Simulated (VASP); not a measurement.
Nb:

```
Nb
1.0
     0.00000    2.08493    2.08493
     2.08493    0.00000    2.08493
     2.08493    2.08493    0.00000
Nb
1
Direct
  0.00000 0.00000 0.00000
```

This isn't the form of Nb at room conditions, which is bcc.

| Item | Value |
| --- | --- |
| Program | VASP 6.6.1 |
| Task | relaxation of cell and atoms |
| Functional | PBE |
| Potentials or basis | VASP PAW PBE potentials, release 64 (Nb_sv) |
| Cutoff | 600 eV |
| k mesh | 17 × 17 × 17 |
| Occupations | fermi-dirac, width 0.05 eV |
| Spin | no spin polarisation |

At the start: pressure 5.7 GPa; volume 18.13 Å³/atom.

Problem. How do energy, volume and symmetry change on relaxing?

Solution. Over 4 steps the energy falls by 10.5 meV/atom and the volume is 18.73 Å³/atom (+3.3 %); space group Fm-3m (No. 225, to 0.1 Å) before and after.

The path:
```csv
step,energy change (eV),largest force (eV/Å),pressure (GPa),volume (Å³)
1,0.0000,0.0000,5.73,18.13
2,0.0222,0.0000,-8.71,19.88
3,-0.0105,0.0000,-0.09,18.74
4,-0.0105,0.0000,0.02,18.73
```

Final structure:
```cif
data_structure
_symmetry_space_group_name_H-M 'P 1'
_symmetry_Int_Tables_number 1
_cell_length_a 2.9809
_cell_length_b 2.9809
_cell_length_c 2.9809
_cell_angle_alpha 60.000
_cell_angle_beta 60.000
_cell_angle_gamma 60.000
_cell_volume 18.73
loop_
_atom_site_label
_atom_site_type_symbol
_atom_site_fract_x
_atom_site_fract_y
_atom_site_fract_z
_atom_site_occupancy
Nb1 Nb 0.00000 0.00000 0.00000 1
```
